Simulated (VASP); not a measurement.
A run of VASP 6.6.1:

File INCAR:

```
PREC     = Accurate       # precision mode
ENCUT    = 520            # plane-wave cutoff, eV
EDIFF    = 1E-6           # SCF threshold, eV
ISMEAR   = 0              # smearing method
SIGMA    = 0.1            # smearing width, eV
LREAL    = F              # projectors in reciprocal space
LASPH    = T              # aspherical terms in the spheres
NELM     = 80             # most SCF steps
ALGO     = Fast           # electronic algorithm
ISIF     = 2              # what is computed and relaxed
LWAVE    = F              # write WAVECAR
LCHARG   = T              # write CHGCAR
GGA      = PE             # functional
LELF     = T              # ELF
LVHAR    = T            
NBANDS   = 35             # bands
```

Contents of KPOINTS:

```
regular mesh
0
Gamma
  6 6 2
```

POSCAR

```
AlIn3Sb2
1.0
    5.2607770399      0.0000000000      0.0000000000
   -2.6303885199      4.5559665602      0.0000000000
    0.0000000000      0.0000000000      6.5135340396
Al In Sb
1 3 2
Direct
    0.0000000000      0.0000000000      0.0000000000
    0.0000000000      0.0000000000      0.5000000000
    0.3333333333      0.6666666667      0.0000000000
    0.3333333333      0.6666666667      0.5000000000
    0.6666666667      0.3333333333      0.2451908251
    0.6666666667      0.3333333333      0.7548091749
```

Potentials or basis: VASP PAW PBE potentials, release 64 (Al, In_d, Sb).

The run is started by

```sh
$ cat potpaw_PBE.64/Al/POTCAR potpaw_PBE.64/In_d/POTCAR potpaw_PBE.64/Sb/POTCAR > POTCAR
$ mpirun -np 1 vasp_std > vasp.out
```

Hardware: 1 thread of Intel(R) Xeon(R) Platinum 8375C CPU @ 2.90GHz (Ice Lake), on a shared host.

How long does it take, and how much memory?

Run time: 2.4 min on 1 thread of Intel(R) Xeon(R) Platinum 8375C CPU @ 2.90GHz (Ice Lake), with other jobs on the host, peak memory 0.3 GiB. Counts: scf iterations 15, k points 14.
